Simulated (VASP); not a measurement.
# SnSe (Fm-3m) in VASP: a series of runs

Runs on SnSe. Level: LDA. Tasks: single point, relaxation of cell and atoms.

Program: VASP 6.6.1. These are calculated values, not measurements. Logs are shortened: lines on timing, memory, paths and dates and some standing lists are left out, and cuts for length are marked.

## (1) The cell of the first run

The structure is cubic, space group Fm-3m (No. 225). Conventional cell: a = 5.927 Å, b = 5.927 Å, c = 5.927 Å, α = 90.00°, β = 90.00°, γ = 90.00°. Within 3.9 Å of Sn (site symmetry m-3m) lie 6 Se at 2.96 Å. Within 3.9 Å of Se (site symmetry m-3m) lie 6 Sn at 2.96 Å.

## (2) Single point, LDA

INCAR

```
SYSTEM = SnSe
PREC = Accurate ; ENCUT = 520
EDIFF = 1E-6 ; ISMEAR = 0
SIGMA = 0.01 ; LREAL = .FALSE.
LASPH = .TRUE. ; NELM = 60
ALGO = Normal ; ISIF = 2
LWAVE = .FALSE. ; LCHARG = .FALSE.
NBANDS = 17
```

KPOINTS

```
regular mesh
0
G
  8 8 8
  0 0 0
```

POSCAR

```
SnSe
1.0
    0.0000000000      2.9636645635      2.9636645635
    2.9636645635      0.0000000000      2.9636645635
    2.9636645635      2.9636645635      0.0000000000
Sn Se
1 1
Direct
    0.0000000000      0.0000000000      0.0000000000
    0.5000000000      0.5000000000      0.5000000000
```

Potentials or basis: VASP PAW LDA potentials, release 64 (Sn_d, Se).

Started as:

```bash
$ cat potpaw_LDA.64/Sn_d/POTCAR potpaw_LDA.64/Se/POTCAR > POTCAR
$ mpirun -np 1 vasp_std > vasp.out
```

OUTCAR:

```text
SYSTEM = SnSe
   PREC = Accurate
   ENCUT = 520
   EDIFF = 1E-6
   ISMEAR = 0
   LREAL = .FALSE.
   LASPH = .TRUE.
   NELM = 60
   ISIF = 2

 ion  position               nearest neighbor table
   1  0.000  0.000  0.000-   2 2.96   2 2.96   2 2.96   2 2.96   2 2.96   2 2.96
   2  0.500  0.500  0.500-   1 2.96   1 2.96   1 2.96   1 2.96   1 2.96   1 2.96

  LATTYP: Found a face centered cubic cell.
 ALAT       =     5.9273291270

  Lattice vectors:

 A1 = (   0.0000000000,   2.9636645635,   2.9636645635)
 A2 = (   2.9636645635,   0.0000000000,   2.9636645635)
 A3 = (   2.9636645635,   2.9636645635,   0.0000000000)

Analysis of symmetry for initial positions (statically):
=====================================================================
 Subroutine PRICEL returns:
 Original cell was already a primitive cell.

 Routine SETGRP: Setting up the symmetry group for a
 face centered cubic supercell.

 Subroutine GETGRP returns: Found 48 space group operations
 (whereof 48 operations were pure point group operations)
 out of a pool of 48 trial point group operations.

The static configuration has the point symmetry O_h .

Analysis of symmetry for dynamics (positions and initial velocities):
=====================================================================
 Subroutine PRICEL returns:
 Original cell was already a primitive cell.

 Routine SETGRP: Setting up the symmetry group for a
 face centered cubic supercell.

 Subroutine GETGRP returns: Found 48 space group operations
 (whereof 48 operations were pure point group operations)
 out of a pool of 48 trial point group operations.

The dynamic configuration has the point symmetry O_h .

 Subroutine INISYM returns: Found 48 space group operations
 (whereof 48 operations are pure point group operations),
 and found     1 'primitive' translations

----------------------------------------------------------------------------------------

                                     Primitive cell

  volume of cell :      52.0616

  direct lattice vectors                    reciprocal lattice vectors
     0.000000000  2.963664564  2.963664564    -0.168710051  0.168710051  0.168710051
     2.963664564  0.000000000  2.963664564     0.168710051 -0.168710051  0.168710051
     2.963664564  2.963664564  0.000000000     0.168710051  0.168710051 -0.168710051

  length of vectors
     4.191254620  4.191254620  4.191254620     0.292214380  0.292214380  0.292214380

  position of ions in fractional coordinates (direct lattice)
     0.000000000  0.000000000  0.000000000
     0.500000000  0.500000000  0.500000000
[... 72 lines left out ...]
   LNONCOLLINEAR =      F non collinear calculations
   LSORBIT =      F    spin-orbit coupling
   LASPH  =      T    aspherical Exc in radial PAW
   ENCUT  =  520.0 eV  38.22 Ry    6.18 a.u.   7.79  7.79  7.79*2*pi/ulx,y,z
   NELM   =     60;   NELMIN=  2; NELMDL= -5     # of ELM steps
   EDIFF  = 0.1E-05   stopping-criterion for ELM
   LREAL  =      F    real-space projection
   EDIFFG = 0.1E-04   stopping-criterion for IOM
   NSW    =      0    number of steps for IOM
   IBRION =     -1    ionic relax: 0-MD 1-quasi-New 2-CG
   NFREE  =      0    steps in history (QN), initial steepest desc. (CG)
   ISIF   =      2    stress and relaxation
   ISYM   =      2    0-nonsym 1-usesym 2-fastsym
   POTIM  = 0.5000    time-step for ionic-motion
   TEBEG  =    0.0;   TEEND  =   0.0 temperature during run
   PSTRESS=    0.0 pullay stress
   NELECT =      20.0000    total number of electrons
   NUPDOWN=      -1.0000    fix difference up-down
   EMIN   =  10.00;   EMAX   =-10.00  energy-range for DOS
   EFERMI =   0.00;   METHOD = LEGACY
   ISMEAR =     0;   SIGMA  =   0.01  broadening in eV -4-tet -1-fermi 0-gaus
   EFERMI_NEDOS =   21; number of points for ismear=-14 and -15
   IALGO  =     38    algorithm
   IMIX   =      4    mixing-type and parameters
     AMIX     =   0.40;   BMIX     =  1.00
     AMIX_MAG =   1.60;   BMIX_MAG =  1.00
  volume/ion in A,a.u.               =      26.03       175.66
  Fermi-wavevector in a.u.,A,eV,Ry     =   1.190088  2.248940 19.270064  1.416310
  Thomas-Fermi vector in A             =   2.326181
   LORBIT       =      0    0 simple, 1 ext, 2 COOP (PROOUT), +10 PAW based schemes
   GGA     = CA    functional components
   LHFCALC =     F    Hartree Fock is set to
   AEXX    =    0.0000 exact exchange contribution
   IVDW    =     0    specifies the selected vdW correction
   LEPSILON=     F    determine dielectric tensor
   LRPA    =     F    only Hartree local field effects (RPA)
 non-spin polarized calculation
 Gauss-broadening in eV      SIGMA  =   0.01
  energy-cutoff  :      520.00
  volume of cell :       52.06
 maximum number of plane-waves:      1424
   NGX = 15   NGY = 15   NGZ = 15

 number of electron      20.0000006 magnetization

 Free energy of the ion-electron system (eV)
  ---------------------------------------------------
  ext. energy  EPLUGINS =         0.00000000
  ---------------------------------------------------
  free energy    TOTEN  =        -9.50760870 eV

  energy without entropy =       -9.50760870  energy(sigma->0) =       -9.50760870

 E-fermi :   5.8891     XC(G=0): -10.0899

 val. band max:        5.8301974270   @ k =   0.5000   0.0000   0.0000
 cond. band min:       6.5868694510   @ k =  -0.3750   0.1250   0.0000
 fundamental gap:      0.7566720240
 Fermi energy:         5.8890665733

 k-point     1 :       0.0000    0.0000    0.0000
  band No.  band energies     occupation
      1     -15.5361      2.00000
      2     -15.5361      2.00000
      3     -15.5320      2.00000
      4     -15.5320      2.00000
      5     -15.5320      2.00000
      6      -8.2345      2.00000
[... 457 lines left out ...]
      4     -15.5214      2.00000
      5     -15.5148      2.00000
      6      -7.0214      2.00000
[... 9 lines left out ...]
     16      16.8559      0.00000
     17      16.9437      0.00000

 [... further k-points ...]
[... 5 lines left out ...]
  --------------------------------------------------------------------------------------
  -------------------------------------------------------------------------------------
  Total       -0.2903546     -0.2903546     -0.2903546      0.0000000      0.0000000      0.0000000
  in kB       -8.9355688     -8.9355688     -8.9355688      0.0000000      0.0000000      0.0000000
  external PRESSURE =      -8.9355688 kB  Pullay stress =       0.0000000 kB

 VOLUME and BASIS-vectors are now :
 -----------------------------------------------------------------------------
  energy-cutoff  :      520.00
  volume of cell :       52.06
      direct lattice vectors                 reciprocal lattice vectors
     0.000000000  2.963664564  2.963664564    -0.168710051  0.168710051  0.168710051
     2.963664564  0.000000000  2.963664564     0.168710051 -0.168710051  0.168710051
     2.963664564  2.963664564  0.000000000     0.168710051  0.168710051 -0.168710051

 POSITION                                       TOTAL-FORCE (eV/Angst)
 -----------------------------------------------------------------------------------
      0.00000      0.00000      0.00000         0.000000     -0.000000      0.000000
      2.96366      2.96366      2.96366        -0.000000      0.000000     -0.000000
 -----------------------------------------------------------------------------------
    total drift:                                0.000000     -0.000000     -0.000000

  FREE ENERGIE OF THE ION-ELECTRON SYSTEM (eV)
  ---------------------------------------------------
  free  energy   TOTEN  =        -9.5076086978 eV

  energy  without entropy=       -9.5076086978  energy(sigma->0) =       -9.50760870
```

Wall time 17 s (1 thread of Intel Xeon Platinum 8375C at 2.90GHz (Ice Lake), shared host); peak memory 0.16 GiB.

Results:

```
Free energy            : -9.5076 eV
Pressure               : -0.9 GPa
Band gap on the k mesh : 0.76 eV, indirect (least direct gap 0.83 eV)
```

Levels at points of the mesh, in eV from the valence-band top:
```
           k point  band 8  band 9  band 10  band 11  band 12  band 13
(0.00, 0.00, 0.00)   -2.17   -2.17    -2.17     4.52     4.52     4.52
(0.50, 0.00, 0.00)   -1.90   -1.90     0.00     0.83     1.29     1.29
(0.50, 0.50, 0.00)   -5.67   -3.72    -3.72     2.96     5.65     5.65
```

Caveat: spin-orbit coupling is left out, which moves the levels of the heavy elements.

## (3) Relaxation of cell and atoms, LDA, target pressure -1 GPa, at which the enthalpy is minimised

This run uses another cell than the first one, of 25.57 Å³/atom, 0.982 times its volume.

INCAR

```
SYSTEM = SnSe
  ALGO = Normal
  EDIFF = 1E-6
  EDIFFG = -0.001
  ENCUT = 600
  IBRION = 2
  ISIF = 3
  ISMEAR = 0
  LASPH = .TRUE.
  LCHARG = .FALSE.
  LREAL = .FALSE.
  LWAVE = .FALSE.
  NELM = 60
  NSW = 80
  PREC = Accurate
  PSTRESS = -10.0
  SIGMA = 0.01
```

KPOINTS

```
k-points
0
G
  8 8 8
  0 0 0
```

POSCAR

```
SnSe
1.0
    0.0000000000      2.9462619150      2.9462619150
    2.9462619150      0.0000000000      2.9462619150
    2.9462619150      2.9462619150      0.0000000000
Sn Se
1 1
Direct
    0.0000000000      0.0000000000      0.0000000000
    0.5000000000      0.5000000000      0.5000000000
```

Potentials or basis: VASP PAW LDA potentials, release 64 (Sn_d, Se).

Started as:

```bash
$ cat potpaw_LDA.64/Sn_d/POTCAR potpaw_LDA.64/Se/POTCAR > POTCAR
$ mpirun -np 1 vasp_std > vasp.out
```

It took 60 s on 1 thread of Intel Xeon Platinum 8375C at 2.90GHz (Ice Lake), shared host; peak memory 0.2 GiB.

Results (log left out):

- Free energy: -9.5070 eV
- Relaxed volume: 26.08 Å³/atom
- Relaxed cell: a = 4.194 Å, b = 4.194 Å, c = 4.194 Å, α = 60.00°, β = 60.00°, γ = 60.00°
- Space group after relaxing (to 0.05 Å): Fm-3m (No. 225)
- Energy change on relaxing (the enthalpy is what falls): +1.4 meV/atom
- Ionic steps: 5
- Pressure after relaxing: -1.0 GPa
- Band gap on the k mesh: 0.75 eV, indirect (least direct gap 0.83 eV)

The path:
```tsv
step	energy change (eV)	largest force (eV/Å)	pressure (GPa)	volume (Å³)
1	0.0000	0.0000	0.17	51.15
2	0.0057	0.0000	-1.40	52.55
3	0.0027	0.0000	-0.99	52.15
4	0.0028	0.0000	-1.01	52.17
5	0.0028	0.0000	-1.00	52.16
```

Final structure:
```xyz
2
Lattice="0.0000 2.9655 2.9655 2.9655 0.0000 2.9655 2.9655 2.9655 0.0000" Properties=species:S:1:pos:R:3 pbc="T T T"
Sn    2.9655    2.9655    0.0000
Se    2.9655    2.9655    2.9655
```

Levels at points of the mesh, in eV from the valence-band top:
```csv
k point,band 6,band 7,band 8,band 9,band 10,band 11,band 12,band 13,band 14
"(0.00, 0.00, 0.00)",-14.05,-4.91,-2.17,-2.17,-2.17,4.51,4.51,4.51,5.94
"(0.50, 0.00, 0.00)",-13.01,-8.21,-1.90,-1.90,0.00,0.83,1.29,1.29,8.41
"(0.50, 0.50, 0.00)",-12.69,-5.99,-5.66,-3.71,-3.71,2.97,5.63,5.63,6.29
```

Caveat: the cell is relaxed towards a set pressure, so the enthalpy falls and the energy may rise; spin-orbit coupling is left out, which moves the levels of the heavy elements.

## (4) Single point, LDA

This run uses another cell than the first one, of 18.39 Å³/atom, 0.707 times its volume.

INCAR

```
SYSTEM = SnSe
PREC     = Accurate       ! precision mode
ENCUT    = 520            ! plane-wave cutoff, eV
EDIFF    = 1E-6           ! SCF threshold, eV
ISMEAR   = 0              ! smearing method
SIGMA    = 0.01           ! smearing width, eV
LREAL    = .FALSE.        ! projectors in reciprocal space
LASPH    = .TRUE.         ! aspherical terms in the spheres
NELM     = 80             ! most SCF steps
ALGO     = Normal         ! electronic algorithm
ISIF     = 2              ! what is computed and relaxed
LWAVE    = .FALSE.        ! write WAVECAR
LCHARG   = .FALSE.        ! write CHGCAR
NBANDS   = 17             ! bands
```

KPOINTS

```
regular mesh
0
G
  8 8 8
  0 0 0
```

POSCAR

```
SnSe
1.0
    0.0000000000      2.6396381450      2.6396381450
    2.6396381450      0.0000000000      2.6396381450
    2.6396381450      2.6396381450      0.0000000000
Sn Se
1 1
Direct
    0.0000000000      0.0000000000      0.0000000000
    0.5000000000      0.5000000000      0.5000000000
```

Potentials or basis: VASP PAW LDA potentials, release 64 (Sn_d, Se).

Started as:

```bash
$ cat potpaw_LDA.64/Sn_d/POTCAR potpaw_LDA.64/Se/POTCAR > POTCAR
$ mpirun -np 1 vasp_std > vasp.out
```

OUTCAR:

```text
SYSTEM = SnSe
   PREC = Accurate
   ENCUT = 520
   EDIFF = 1E-6
   ISMEAR = 0
   LREAL = .FALSE.
   LASPH = .TRUE.
   NELM = 80
   ISIF = 2

 ion  position               nearest neighbor table
   1  0.000  0.000  0.000-   2 2.64   2 2.64   2 2.64   2 2.64   2 2.64   2 2.64
   2  0.500  0.500  0.500-   1 2.64   1 2.64   1 2.64   1 2.64   1 2.64   1 2.64

  LATTYP: Found a face centered cubic cell.
 ALAT       =     5.2792762900

  Lattice vectors:

 A1 = (   0.0000000000,   2.6396381450,   2.6396381450)
 A2 = (   2.6396381450,   0.0000000000,   2.6396381450)
 A3 = (   2.6396381450,   2.6396381450,   0.0000000000)

Analysis of symmetry for initial positions (statically):
=====================================================================
 Subroutine PRICEL returns:
 Original cell was already a primitive cell.

 Routine SETGRP: Setting up the symmetry group for a
 face centered cubic supercell.

 Subroutine GETGRP returns: Found 48 space group operations
 (whereof 48 operations were pure point group operations)
 out of a pool of 48 trial point group operations.

The static configuration has the point symmetry O_h .

Analysis of symmetry for dynamics (positions and initial velocities):
=====================================================================
[... 154 lines left out ...]
  free energy    TOTEN  =        -8.12909398 eV

  energy without entropy =       -8.12907922  energy(sigma->0) =       -8.12908660

 E-fermi :  11.5046     XC(G=0): -11.7452

 val. band max:       11.4858364730   @ k =  -0.2500   0.1250   0.0000
 cond. band min:      11.5205454654   @ k =   0.5000   0.0000   0.0000
 fundamental gap:      0.0347089924
 Fermi energy:        11.5045874519

 k-point     1 :       0.0000    0.0000    0.0000
  band No.  band energies     occupation
      1     -11.0845      2.00000
      2     -11.0845      2.00000
      3     -11.0525      2.00000
      4     -11.0525      2.00000
      5     -11.0525      2.00000
      6      -6.5156      2.00000
[... 457 lines left out ...]
      4     -11.0147      2.00000
      5     -10.9853      2.00000
      6      -3.9958      2.00000
[... 9 lines left out ...]
     16      22.7451      0.00000
     17      22.8562      0.00000

 [... further k-points ...]
[... 5 lines left out ...]
  --------------------------------------------------------------------------------------
  -------------------------------------------------------------------------------------
  Total        9.3085767      9.3085767      9.3085767     -0.0000000     -0.0000000     -0.0000000
  in kB      405.4438169    405.4438169    405.4438169     -0.0000000     -0.0000000     -0.0000000
  external PRESSURE =     405.4438169 kB  Pullay stress =       0.0000000 kB

 VOLUME and BASIS-vectors are now :
 -----------------------------------------------------------------------------
  energy-cutoff  :      520.00
  volume of cell :       36.78
      direct lattice vectors                 reciprocal lattice vectors
     0.000000000  2.639638145  2.639638145    -0.189419902  0.189419902  0.189419902
     2.639638145  0.000000000  2.639638145     0.189419902 -0.189419902  0.189419902
     2.639638145  2.639638145  0.000000000     0.189419902  0.189419902 -0.189419902

 POSITION                                       TOTAL-FORCE (eV/Angst)
 -----------------------------------------------------------------------------------
      0.00000      0.00000      0.00000         0.000000      0.000000     -0.000000
      2.63964      2.63964      2.63964        -0.000000     -0.000000      0.000000
 -----------------------------------------------------------------------------------
    total drift:                               -0.000000      0.000000      0.000000

  FREE ENERGIE OF THE ION-ELECTRON SYSTEM (eV)
  ---------------------------------------------------
  free  energy   TOTEN  =        -8.1290939825 eV

  energy  without entropy=       -8.1290792164  energy(sigma->0) =       -8.12908660
```

OSZICAR:

```text
N       E                     dE             d eps       ncg     rms          rms(c)
DAV:   1     0.136946073093E+03    0.13695E+03   -0.98332E+03  1004   0.169E+03
DAV:   2     0.311079554823E+01   -0.13384E+03   -0.12943E+03  1091   0.387E+02
DAV:   3    -0.802327425565E+01   -0.11134E+02   -0.11007E+02  1215   0.929E+01
DAV:   4    -0.824782002836E+01   -0.22455E+00   -0.22433E+00  1198   0.133E+01
DAV:   5    -0.825319868885E+01   -0.53787E-02   -0.53783E-02  1341   0.207E+00    0.762E+00
DAV:   6    -0.815265833365E+01    0.10054E+00   -0.12593E-01  1461   0.287E+00    0.464E+00
DAV:   7    -0.813094762840E+01    0.21711E-01   -0.58692E-02  1342   0.141E+00    0.722E-01
DAV:   8    -0.812911353957E+01    0.18341E-02   -0.79281E-03  1364   0.814E-01    0.171E-01
DAV:   9    -0.812909373752E+01    0.19802E-04   -0.40902E-04  1161   0.182E-01    0.494E-02
DAV:  10    -0.812909416381E+01   -0.42629E-06   -0.26246E-05  1452   0.662E-02    0.177E-02
DAV:  11    -0.812909398252E+01    0.18129E-06   -0.35768E-06  1165   0.170E-02
   1 F= -.81290940E+01 E0= -.81290866E+01  d E =-.147662E-04
```

stdout:

```text
POSCAR found type information on POSCAR SnSe
 POSCAR found :  2 types and       2 ions
 scaLAPACK will be used
 LDA part: xc-table for (Slater(with rela. corr.)+CA(PZ))
 , standard interpolation
 POSCAR, INCAR and KPOINTS ok, starting setup
 FFT: planning ... GRIDC
 FFT: planning ... GRID_SOFT
 FFT: planning ... GRID
 WAVECAR not read
 entering main loop
```

Wall time 8.4 s (1 thread of AMD EPYC 9R45 (Zen 5), shared host); peak memory 0.12 GiB.

What came out:

```
Free energy            : -8.1291 eV
Pressure               : 40.5 GPa
Band gap on the k mesh : 0.03 eV, indirect (least direct gap 0.40 eV)
```

Caveat: spin-orbit coupling is left out, which moves the levels of the heavy elements. A k mesh can miss the band edges.

## (5) Overview

| task | cell | cutoff (eV) | gap on the mesh (eV) | pressure (GPa) |
| --- | --- | --- | --- | --- |
| single point | a = 4.191 Å, angles 60.0°, 2 atoms | 520 | 0.76 | -0.9 |
| relaxation of cell and atoms | relaxed to -1 GPa from a = 4.167 Å, angles 60.0°, 2 atoms | 600 | 0.75 | -1.0 |
| single point | a = 3.733 Å, angles 60.0°, 2 atoms | 520 | 0.03 | 40.5 |

Alike in all rows: level LDA; potentials or basis VASP PAW LDA potentials, release 64 (Sn_d, Se); no spin polarisation; k mesh 8 × 8 × 8; smearing gaussian 0.01 eV.

Caveats: spin-orbit coupling is left out, which moves the levels of the heavy elements; the cell is relaxed towards a set pressure, so the enthalpy falls and the energy may rise (some runs).

Absolute energies hang on the potentials; compare differences alone.
